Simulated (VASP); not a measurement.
Write the native input for VASP 6.6.1 that does the following.

```
Task                   : single point
Functional             : LDA
Potentials or basis    : VASP PAW LDA potentials, release 64 (Nb_sv)
Cutoff                 : 520 eV
k mesh                 : 9 × 9 × 9
Occupations            : fermi-dirac, width 0.1 eV
Spin                   : no spin polarisation
Dipole correction      : no
Further INCAR settings : ALGO = Normal; EDIFF = 1e-07; NBANDS = 20
```

The structure of Nb lies in POSCAR:

```
Nb
1.0
    0.0000000000      2.8782938612      2.8782938612
    2.8782938612      0.0000000000      2.8782938612
    2.8782938612      2.8782938612      0.0000000000
Nb
2
Direct
    0.1250000000      0.1250000000      0.1250000000
    0.8750000000      0.8750000000      0.8750000000
```

One way to write it, as run:

INCAR

```
ALGO = Normal ; EDIFF = 1E-7
ENCUT = 520 ; GGA = CA
ISIF = 2 ; ISMEAR = -1
LASPH = True ; LCHARG = False
LREAL = False ; LWAVE = False
NBANDS = 20 ; NELM = 60
PREC = Accurate ; SIGMA = 0.1
```

KPOINTS

```
k-points
0
Gamma
  9 9 9
```

Potentials or basis: VASP PAW LDA potentials, release 64 (Nb_sv).

Command:

```bash
$ cat potpaw_LDA.64/Nb_sv/POTCAR > POTCAR
$ mpirun -np 1 vasp_std > vasp.out
```

Results of the run:

| Property | Result |
| --- | --- |
| Pressure | 0.0 GPa |
| Band gap on the k mesh | zero (band 13 reaches 7.89 eV, above the bottom of band 14 at 6.55 eV) |

Wall time 61 s on 1 thread of AMD EPYC 7R13, on a shared host, peak memory 0.13 GiB.
